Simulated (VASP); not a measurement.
Write the native input for VASP 6.6.1 that does the following.

* Task: single point
* Functional: PBE
* Potentials or basis: VASP PAW PBE potentials, release 64 (As)
* Cutoff: 500 eV
* k mesh: 6 × 6 × 6
* Occupations: gaussian, width 0.1 eV
* Spin: no spin polarisation
* Dipole correction: no
* Further INCAR settings: ALGO = Normal; EDIFF = 1e-06; NBANDS = 12

The structure of As lies in POSCAR:

```
As
1.0
    4.0549186600      0.0000000000      0.0000000000
   -2.0274593300      3.5116625700      0.0000000000
    0.0000000000      0.0000000000      3.2485401500
As
2
Direct
    0.3333333300      0.6666666700      0.0000000000
    0.6666666700      0.3333333300      0.0000000000
```

The cell was built from a structure type or drawn by symmetry, and may not be a known phase.

These files were run (other wordings do the same):

INCAR

```
SYSTEM = As
  PREC = Accurate
  ENCUT = 500
  EDIFF = 1E-6
  ISMEAR = 0
  SIGMA = 0.1
  LREAL = .False.
  LASPH = .True.
  NELM = 120
  ALGO = Normal
  ISIF = 2
  LWAVE = .False.
  LCHARG = .False.
  GGA = PE
  NBANDS = 12
  GGA_COMPAT = .False.
```

KPOINTS

```
Automatic mesh
0
Gamma
  6 6 6
  0 0 0
```

Potentials or basis: VASP PAW PBE potentials, release 64 (As).

Launch:

```sh
$ cat potpaw_PBE.64/As/POTCAR > POTCAR
$ mpirun -np 1 vasp_std > vasp.out
```

Results of the run:

```yaml
Pressure: 15.6 GPa
Band_gap_on_the_k_mesh: zero (bands 5 and 6 overlap by 3.12 eV)
```

Caveat: the cell stands under pressure; this functional lacks dispersion, which binds the layers, so the pressure and a relaxed spacing across them are unreliable.

It took 6 s on 1 thread of AMD EPYC 9R45 96-Core Processor (Zen 5), with other jobs on the host, peak memory 0.12 GiB.
